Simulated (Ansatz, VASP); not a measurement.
**SnSe in VASP and in Ansatz**

The input POSCAR:

```
SnSe
1.0
    0.0000000000      2.9046500000      3.0100000000
    3.1153500000      0.0000000000      3.0100000000
    3.1153500000      2.9046500000      0.0000000000
Sn Se
1 1
Direct
    0.0000000000      0.0000000000      0.0000000000
    0.5000000000      0.5000000000      0.5000000000
```

File INCAR.step1:

```
PREC = Accurate
ENCUT = 520
ISMEAR = 0
SIGMA = 0.05
LREAL = False
LASPH = True
NELM = 100
NBANDS = 17
GGA = PE
ALGO = Normal
EDIFF = 1E-4
LWAVE = True
LCHARG = False
```

INCAR.step2

```
PREC = Accurate
ENCUT = 520
EDIFF = 1E-7
ISMEAR = 0
SIGMA = 0.05
LREAL = False
LASPH = True
NELM = 100
ALGO = Normal
ISIF = 2
LWAVE = False
LCHARG = False
METAGGA = R2SCAN
LMIXTAU = True
NBANDS = 17
ISTART = 1
```

The input KPOINTS:

```
regular mesh
0
Gamma
  10 10 10
```

Input for Ansatz:

```yaml
crystal:
  lattice:
    - [0.0, 2.90465, 3.01]
    - [3.11535, 0.0, 3.01]
    - [3.11535, 2.90465, 0.0]
  atoms:
    - { symbol: Sn, position: [0.0, 0.0, 0.0] }
    - { symbol: Se, position: [0.5, 0.5, 0.5] }
basis:
  ecutwfc: 500
kpoints:
  mp_grid: { grid: [10, 10, 10] }
hamiltonian:
  xc: r2scan
scf:
  occupations: { method: gaussian, width: 0.05 }
output:
  forces: true
  stress: true
  eigenvalues: true
```

Change from the starting cell: strain +0.0350 x Voigt [1, -1, 0, 0, 0, 0], atoms carried along.

Alike in both runs: task single point; functional r2SCAN; k mesh 10 × 10 × 10; occupations gaussian, width 0.05 eV; no spin polarisation.

```csv
,VASP,Ansatz
version,VASP 6.6.1,Ansatz 0.2.0
potentials or method,"VASP PAW PBE potentials, release 64 (Sn_d, Se), cutoff 520 eV","scalar-relativistic, plane waves, PAW"
valence electrons in the cell,20,30
```

```tsv
	VASP	Ansatz	Ansatz less VASP
gap on the k mesh at the Fermi level (eV)	0.45	0.45	0.000
least direct gap on the mesh (eV)	0.57	0.57	0.000
pressure (GPa)	0.6	0.6	0.00
traceless stress, the component that is largest in VASP (GPa)	4.67	4.66	-0.009
```

VASP's potentials were made for PBE, not for r2SCAN. VASP's potentials hold 20 valence electrons a cell and Ansatz's 30, so a difference there can come from the potentials and not from the codes.
